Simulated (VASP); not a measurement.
Runs of VASP 6.6.1 on HPt2. The structure is that of space group I4/mmm (No. 139), or close to it. The cells are those of the table. 

| task | cell | k mesh | cutoff (eV) | gap on the mesh (eV) | pressure (GPa) | largest force (eV/Å) |
| --- | --- | --- | --- | --- | --- | --- |
| single point | a = 5.143 Å, angles 149.3, 149.3, 44.0°, 3 atoms | 24 × 24 × 24 | 520 | none | (a) | - |
| single point | a = 4.334 Å, angles 138.6, 138.6, 59.9°, 3 atoms | 8 × 8 × 8 | 520 | none | 31.4 | 1.85 |
| single point | a = 5.110 Å, angles 148.9, 148.9, 44.5°, 3 atoms | 8 × 8 × 8 | 520 | none | -0.2 | 0.01 |
| relaxation of cell and atoms | relaxed from a = 4.334 Å, angles 138.6, 138.6, 59.9°, 3 atoms | 8 × 8 × 8 | 600 | none | 0.1 | 0.01 |

Alike in all rows: level PBE; potentials or basis VASP PAW PBE potentials, release 64 (H, Pt); no spin polarisation; smearing gaussian 0.1 eV.

Task: Estimate the missing entries.

Result: (a) -0.4.

Caveats: some runs use coarse meshes; spin-orbit coupling is left out, which moves the levels of the heavy elements; forces of over 1 eV/Å act on the atoms, so gaps and moduli don't describe the material at rest (some runs).

A k mesh can miss the band edges, and the runs leave out spin-orbit coupling on Pt.

A gap of «none» marks levels without a gap at the run's occupations.
